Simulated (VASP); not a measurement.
# Cu (Fm-3m) in VASP: single point with PBE

Aim: the single point of Cu with PBE.

Everything below comes from runs of VASP 6.6.1. Logs are shortened: lines on timing, memory, paths and dates and some standing lists are left out, and cuts for length are marked.

### 1 The cell of the first run

The structure is cubic, space group Fm-3m (No. 225). The conventional cell has a = 3.630 Å, b = 3.630 Å, c = 3.630 Å, α = 90.00°, β = 90.00°, γ = 90.00°. Within 3.4 Å of Cu (site symmetry m-3m) lie 12 Cu at 2.57 Å.

### 2 Single point, PBE

File INCAR:

```
PREC = Accurate
ENCUT = 520
EDIFF = 1E-6
ISMEAR = 1
SIGMA = 0.1
LREAL = Auto
LASPH = T
NELM = 100
ALGO = Normal
ISIF = 2
LWAVE = F
LCHARG = T
GGA = PE
LELF = T
LVHAR = T
NBANDS = 102
```

File KPOINTS:

```
regular mesh
0
Gamma
  4 4 4
```

File POSCAR:

```
Cu
1.0
   -3.6303500635      3.6303500635      3.6303500635
    3.6303500635     -3.6303500635      3.6303500635
    3.6303500635      3.6303500635     -3.6303500635
Cu
16
Direct
    0.0000000000      0.0000000000      0.0000000000
    0.0000000000      0.2500000000      0.7500000000
    0.0000000000      0.5000000000      0.5000000000
    0.0000000000      0.7500000000      0.2500000000
    0.2500000000      0.0000000000      0.7500000000
    0.2500000000      0.2500000000      0.5000000000
    0.2500000000      0.5000000000      0.2500000000
    0.2500000000      0.7500000000      0.0000000000
    0.5000000000      0.0000000000      0.5000000000
    0.5000000000      0.2500000000      0.2500000000
    0.5000000000      0.5000000000      0.0000000000
    0.5000000000      0.7500000000      0.7500000000
    0.7500000000      0.0000000000      0.2500000000
    0.7500000000      0.2500000000      0.0000000000
    0.7500000000      0.5000000000      0.7500000000
    0.7500000000      0.7500000000      0.5000000000
```

Potentials or basis: VASP PAW PBE potentials, release 64 (Cu).

Run with:

```sh
> cat potpaw_PBE.64/Cu/POTCAR > POTCAR
> mpirun -np 1 vasp_std > vasp.out
```

OUTCAR:

```text
PREC = Accurate
   ENCUT = 520
   EDIFF = 1E-6
   ISMEAR = 1
   LREAL = Auto
   LASPH = T
   NELM = 100
   ISIF = 2
   GGA = PE

 ion  position               nearest neighbor table
   1  0.000  0.000  0.000-   2 2.57   4 2.57   5 2.57   6 2.57   7 2.57   8 2.57  10 2.57  13 2.57
                            14 2.57  16 2.57  15 2.57  12 2.57
   2  0.000  0.250  0.750-   1 2.57   3 2.57   5 2.57   6 2.57   7 2.57   8 2.57  11 2.57  14 2.57
                            15 2.57  13 2.57  16 2.57   9 2.57
   3  0.000  0.500  0.500-   2 2.57   4 2.57   5 2.57   6 2.57   7 2.57   8 2.57  12 2.57  15 2.57
                            16 2.57  14 2.57  13 2.57  10 2.57
   4  0.000  0.750  0.250-   1 2.57   3 2.57   5 2.57   6 2.57   7 2.57   8 2.57   9 2.57  13 2.57
                            16 2.57  15 2.57  14 2.57  11 2.57
   5  0.250  0.000  0.750-   1 2.57   2 2.57   6 2.57   8 2.57   9 2.57  10 2.57  11 2.57  12 2.57
                            14 2.57   4 2.57   3 2.57  16 2.57
   6  0.250  0.250  0.500-   2 2.57   3 2.57   5 2.57   7 2.57   9 2.57  10 2.57  11 2.57  12 2.57
                            15 2.57   1 2.57   4 2.57  13 2.57
   7  0.250  0.500  0.250-   3 2.57   4 2.57   6 2.57   8 2.57   9 2.57  10 2.57  11 2.57  12 2.57
                            16 2.57   2 2.57   1 2.57  14 2.57
   8  0.250  0.750  0.000-   1 2.57   4 2.57   5 2.57   7 2.57   9 2.57  10 2.57  11 2.57  12 2.57
                            13 2.57   3 2.57   2 2.57  15 2.57
   9  0.500  0.000  0.500-   2 2.57   5 2.57   6 2.57  10 2.57  12 2.57  13 2.57  14 2.57  15 2.57
                            16 2.57   8 2.57   7 2.57   4 2.57
  10  0.500  0.250  0.250-   3 2.57   6 2.57   7 2.57   9 2.57  11 2.57  13 2.57  14 2.57  15 2.57
                            16 2.57   5 2.57   8 2.57   1 2.57
  11  0.500  0.500  0.000-   4 2.57   7 2.57   8 2.57  10 2.57  12 2.57  13 2.57  14 2.57  15 2.57
                            16 2.57   6 2.57   5 2.57   2 2.57
  12  0.500  0.750  0.750-   1 2.57   5 2.57   8 2.57   9 2.57  11 2.57  13 2.57  14 2.57  15 2.57
                            16 2.57   7 2.57   6 2.57   3 2.57
  13  0.750  0.000  0.250-   1 2.57   2 2.57   3 2.57   4 2.57   6 2.57   9 2.57  10 2.57  14 2.57
                            16 2.57  12 2.57  11 2.57   8 2.57
  14  0.750  0.250  0.000-   1 2.57   2 2.57   3 2.57   4 2.57   7 2.57  10 2.57  11 2.57  13 2.57
                            15 2.57   9 2.57  12 2.57   5 2.57
  15  0.750  0.500  0.750-   1 2.57   2 2.57   3 2.57   4 2.57   8 2.57  11 2.57  12 2.57  14 2.57
                            16 2.57  10 2.57   9 2.57   6 2.57
  16  0.750  0.750  0.500-   1 2.57   2 2.57   3 2.57   4 2.57   5 2.57   9 2.57  12 2.57  13 2.57
                            15 2.57  11 2.57  10 2.57   7 2.57

  LATTYP: Found a body centered cubic cell.
 ALAT       =     7.2607001270

  Lattice vectors:

 A1 = (  -3.6303500635,   3.6303500635,   3.6303500635)
 A2 = (   3.6303500635,  -3.6303500635,   3.6303500635)
 A3 = (   3.6303500635,   3.6303500635,  -3.6303500635)

Analysis of symmetry for initial positions (statically):
=====================================================================
 Subroutine PRICEL returns following result:

  LATTYP: Found a face centered cubic cell.
 ALAT       =     3.6303500635

  Lattice vectors:

 A1 = (   1.8151750318,  -1.8151750318,   0.0000000000)
 A2 = (   0.0000000000,  -1.8151750318,  -1.8151750318)
 A3 = (   1.8151750318,  -0.0000000000,  -1.8151750318)

  16 primitive cells build up your supercell.

 Routine SETGRP: Setting up the symmetry group for a
 body centered cubic supercell.

 Subroutine GETGRP returns: Found 48 space group operations
 (whereof 48 operations were pure point group operations)
 out of a pool of 48 trial point group operations.

The static configuration has the point symmetry O_h .

Analysis of symmetry for dynamics (positions and initial velocities):
=====================================================================
 Subroutine PRICEL returns following result:

  LATTYP: Found a face centered cubic cell.
 ALAT       =     3.6303500635

  Lattice vectors:

 A1 = (   1.8151750318,  -1.8151750318,   0.0000000000)
 A2 = (   0.0000000000,  -1.8151750318,  -1.8151750318)
 A3 = (   1.8151750318,  -0.0000000000,  -1.8151750318)

  16 primitive cells build up your supercell.

 Routine SETGRP: Setting up the symmetry group for a
[... 33 lines left out ...]
----------------------------------------------------------------------------------------

 KPOINTS: regular mesh

Automatic generation of k-mesh.
 Grid dimensions read from file:
 generate k-points for:    4    4    4

 Generating k-lattice:

  Cartesian coordinates                     Fractional coordinates (reciprocal lattice)
     0.000000000  0.034431941  0.034431941     0.250000000  0.000000000  0.000000000
     0.034431941  0.000000000  0.034431941     0.000000000  0.250000000  0.000000000
     0.034431941  0.034431941  0.000000000     0.000000000  0.000000000  0.250000000

  Length of vectors
     0.048694118  0.048694118  0.048694118

  Shift w.r.t. Gamma in fractional coordinates (k-lattice)
     0.000000000  0.000000000  0.000000000

 Subroutine IBZKPT returns following result:
 ===========================================

 Found      8 irreducible k-points:

 Following reciprocal coordinates:
            Coordinates               Weight
  0.000000  0.000000  0.000000      1.000000
  0.250000  0.000000  0.000000     12.000000
  0.500000  0.000000  0.000000      6.000000
  0.250000  0.250000  0.000000     24.000000
  0.250000  0.250000  0.250000      2.000000
 -0.250000  0.250000  0.250000      6.000000
  0.500000  0.500000  0.250000     12.000000
  0.500000  0.500000  0.500000      1.000000
   k-points           NKPTS =      8   k-points in BZ     NKDIM =      8   number of bands    NBANDS=    102
   number of dos      NEDOS =    301   number of ions     NIONS =     16
   total plane-waves  NPLWV = 110592
   dimension x,y,z NGX =    48 NGY =   48 NGZ =   48
   dimension x,y,z NGXF=    96 NGYF=   96 NGZF=   96
   ions per type =              16
   NGX,Y,Z   is equivalent  to a cutoff of  12.69, 12.69, 12.69 a.u.
   NGXF,Y,Z  is equivalent  to a cutoff of  25.38, 25.38, 25.38 a.u.
 SYSTEM =  unknown system
   PREC   = accura    normal or accurate (medium, high low for compatibility)
   ISTART =      0    job   : 0-new  1-cont  2-samecut
   ICHARG =      2    charge: 1-file 2-atom 10-const
   ISPIN  =      1    spin polarized calculation?
   LNONCOLLINEAR =      F non collinear calculations
   LSORBIT =      F    spin-orbit coupling
   LASPH  =      T    aspherical Exc in radial PAW
   ENCUT  =  520.0 eV  38.22 Ry    6.18 a.u.  11.69 11.69 11.69*2*pi/ulx,y,z
   NELM   =    100;   NELMIN=  2; NELMDL= -5     # of ELM steps
   EDIFF  = 0.1E-05   stopping-criterion for ELM
   LREAL  =      T    real-space projection
   EDIFFG = 0.1E-04   stopping-criterion for IOM
   NSW    =      0    number of steps for IOM
   IBRION =     -1    ionic relax: 0-MD 1-quasi-New 2-CG
   NFREE  =      0    steps in history (QN), initial steepest desc. (CG)
   ISIF   =      2    stress and relaxation
   ISYM   =      2    0-nonsym 1-usesym 2-fastsym
   POTIM  = 0.5000    time-step for ionic-motion
   TEBEG  =    0.0;   TEEND  =   0.0 temperature during run
   PSTRESS=    0.0 pullay stress
   NELECT =     176.0000    total number of electrons
   NUPDOWN=      -1.0000    fix difference up-down
   EMIN   =  10.00;   EMAX   =-10.00  energy-range for DOS
   EFERMI =   0.00;   METHOD = LEGACY
   ISMEAR =     1;   SIGMA  =   0.10  broadening in eV -4-tet -1-fermi 0-gaus
   EFERMI_NEDOS =   21; number of points for ismear=-14 and -15
   IALGO  =     38    algorithm
   IMIX   =      4    mixing-type and parameters
     AMIX     =   0.40;   BMIX     =  1.00
     AMIX_MAG =   1.60;   BMIX_MAG =  1.00
  volume/ion in A,a.u.               =      11.96        80.72
  Fermi-wavevector in a.u.,A,eV,Ry     =   1.592003  3.008449 34.483607  2.534474
  Thomas-Fermi vector in A             =   2.690456
   LORBIT       =      0    0 simple, 1 ext, 2 COOP (PROOUT), +10 PAW based schemes
   GGA     = PE    functional components
   LHFCALC =     F    Hartree Fock is set to
   AEXX    =    0.0000 exact exchange contribution
   IVDW    =     0    specifies the selected vdW correction
   LEPSILON=     F    determine dielectric tensor
   LRPA    =     F    only Hartree local field effects (RPA)
 non-spin polarized calculation
 Methfessel and Paxton  Order N= 1 SIGMA  =   0.10
  energy-cutoff  :      520.00
  volume of cell :      191.38
 maximum number of plane-waves:      5233
 NGX is ok and might be reduce to    48
   NGX = 23   NGY = 23   NGZ = 23

 number of electron     175.9999754 magnetization

 Free energy of the ion-electron system (eV)
  ---------------------------------------------------
  ext. energy  EPLUGINS =         0.00000000
  ---------------------------------------------------
  free energy    TOTEN  =       -59.56053611 eV

  energy without entropy =      -59.54399635  energy(sigma->0) =      -59.55502286

 E-fermi :   7.3887     XC(G=0): -12.6507

 val. band max:        7.3881268770   @ k =   0.2500   0.2500   0.0000
 cond. band min:       7.6537272001   @ k =   0.5000   0.0000   0.0000
 fundamental gap:      0.2656003232
 Fermi energy:         7.3887388203

 k-point     1 :       0.0000    0.0000    0.0000
  band No.  band energies     occupation
      1      -1.8253      2.00000
      2       2.6310      2.00000
      3       2.6310      2.00000
      4       2.6310      2.00000
      5       2.7983      2.00000
      6       2.7983      2.00000
[... 813 lines left out ...]
     99      13.5875      0.00000
    100      13.5875      0.00000
 [bands above 100 left out]

------------------------ aborting loop because EDIFF is reached ----------------------------------------

  FORCE on cell =-STRESS in cart. coord.  units (eV):
  Direction    XX          YY          ZZ          XY          YZ          ZX
  --------------------------------------------------------------------------------------
  -------------------------------------------------------------------------------------
  Total        0.9709236      0.9709236      0.9709236     -0.0000000     -0.0000000      0.0000000
  in kB        8.1281204      8.1281204      8.1281204     -0.0000000     -0.0000000      0.0000000
  external PRESSURE =       8.1281204 kB  Pullay stress =       0.0000000 kB

 VOLUME and BASIS-vectors are now :
 -----------------------------------------------------------------------------
  energy-cutoff  :      520.00
  volume of cell :      191.38
      direct lattice vectors                 reciprocal lattice vectors
    -3.630350063  3.630350063  3.630350063     0.000000000  0.137727765  0.137727765
     3.630350063 -3.630350063  3.630350063     0.137727765  0.000000000  0.137727765
     3.630350063  3.630350063 -3.630350063     0.137727765  0.137727765  0.000000000

 POSITION                                       TOTAL-FORCE (eV/Angst)
 -----------------------------------------------------------------------------------
      0.00000      0.00000      0.00000        -0.000000     -0.000000     -0.000000
      3.63035      1.81518     -1.81518        -0.000000      0.000000     -0.000000
      3.63035      0.00000      0.00000         0.000000     -0.000000      0.000000
      3.63035     -1.81518      1.81518        -0.000000      0.000000     -0.000000
      1.81518      3.63035     -1.81518        -0.000000     -0.000000     -0.000000
      1.81518      1.81518      0.00000        -0.000000     -0.000000     -0.000000
[... 8 lines left out ...]
      1.81518      3.63035      1.81518         0.000000     -0.000000      0.000000
      1.81518      1.81518      3.63035        -0.000000      0.000000     -0.000000
 -----------------------------------------------------------------------------------
    total drift:                               -0.000000      0.000000      0.000000

  FREE ENERGIE OF THE ION-ELECTRON SYSTEM (eV)
  ---------------------------------------------------
  free  energy   TOTEN  =       -59.5605361144 eV

  energy  without entropy=      -59.5439963514  energy(sigma->0) =      -59.55502286
```

It took 5.3 min on 1 thread of AMD EPYC 7R13 (Zen 3), shared host; peak memory 0.36 GiB.

Results:

| Item | Value |
| --- | --- |
| Free energy | -59.5605 eV |
| Pressure | 0.8 GPa |
| Band gap on the k mesh | zero (bands 88 and 89 overlap by 1.90 eV) |

Levels at points of the mesh, in eV from the Fermi level:
```csv
k point,band 84,band 85,band 86,band 87,band 88,band 89,band 90,band 91,band 92,band 93
"(0.00, 0.00, 0.00)",-0.27,-0.27,-0.27,-0.27,-0.27,-0.27,-0.27,-0.27,-0.27,-0.27
"(0.50, 0.00, 0.00)",-1.52,-1.52,-1.52,0.26,0.26,0.26,0.26,2.14,2.14,2.14
"(0.50, 0.50, 0.50)",-1.43,-1.43,-1.43,-0.92,-0.92,-0.92,-0.92,3.74,3.74,3.74
```

The gap in the log of VASP goes by the Fermi energy; the results here count the filled bands.